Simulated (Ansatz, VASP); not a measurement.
# As in VASP and in Ansatz

Contents of POSCAR:

```
As
1.0
    1.8932528703      1.0930700543      3.5373346065
   -1.8932528703      1.0930700543      3.5373346065
    0.0000000000     -2.1861401086      3.5373346065
As
2
Direct
    0.2260000000      0.2260000000      0.2260000000
    0.7740000000      0.7740000000      0.7740000000
```

Contents of INCAR.step1:

```
PREC = Accurate
ENCUT = 520
ISMEAR = -1
SIGMA = 0.05
LREAL = F
LASPH = T
NELM = 60
NBANDS = 12
GGA = PE
ALGO = Normal
EDIFF = 1E-4
LWAVE = T
LCHARG = F
```

INCAR.step2

```
PREC = Accurate
ENCUT = 520
EDIFF = 1E-6
ISMEAR = -1
SIGMA = 0.05
LREAL = F
LASPH = T
NELM = 60
ALGO = Normal
ISIF = 2
LWAVE = F
LCHARG = T
METAGGA = R2SCAN
LMIXTAU = T
LELF = T
LVHAR = T
NBANDS = 12
ISTART = 1
```

File KPOINTS:

```
regular mesh
0
Gamma
  9 9 9
```

Contents of input.yaml:

```yaml
crystal:
  lattice:
    - [1.8932528703, 1.0930700543, 3.5373346065]
    - [-1.8932528703, 1.0930700543, 3.5373346065]
    - [0.0, -2.1861401086, 3.5373346065]
  atoms:
    - { symbol: As, position: [0.226, 0.226, 0.226] }
    - { symbol: As, position: [0.774, 0.774, 0.774] }
hamiltonian:
  xc: r2scan
  pseudopotentials: { kind: paw }
kpoints:
  mp_grid: { grid: [9, 9, 9] }
scf:
  occupations: { method: fermi_dirac, width: 0.05 }
output:
  forces: true
  stress: true
  eigenvalues: true
  write_density: true
  write_potential: true
  elf: true
  volumetric_format: npy
```

Alike in both runs: task single point; functional r2SCAN; k mesh 9 × 9 × 9; occupations fermi-dirac, width 0.05 eV; no spin polarisation.

|  | VASP | Ansatz |
| --- | --- | --- |
| version | VASP 6.6.1 | Ansatz 0.2.0 |
| potentials or method | VASP PAW PBE potentials, release 64 (As) | Ansatz PAW |
| plane-wave cutoff (eV) | 520 | 500 |
| valence electrons in the cell | 10 | 30 |

|  | VASP | Ansatz | Ansatz less VASP |
| --- | --- | --- | --- |
| gap on the k mesh at the Fermi level (eV) | none | none | - |
| pressure (GPa) | 0.4 | 0.3 | -0.07 |
| traceless stress, the component that is largest in VASP (GPa) | 0.72 | 0.76 | +0.037 |
| rms of the force components (eV/Å) | 0.034 | 0.012 | -0.0224 |

VASP's potentials were made for PBE, not for r2SCAN. Atom by atom the forces differ by 0.022 eV/Å (rms over components). A gap of «none» marks a metal or a gap that the smearing closes. VASP's potentials hold 10 valence electrons a cell and Ansatz's 30, so a difference there can come from the potentials and not from the codes.
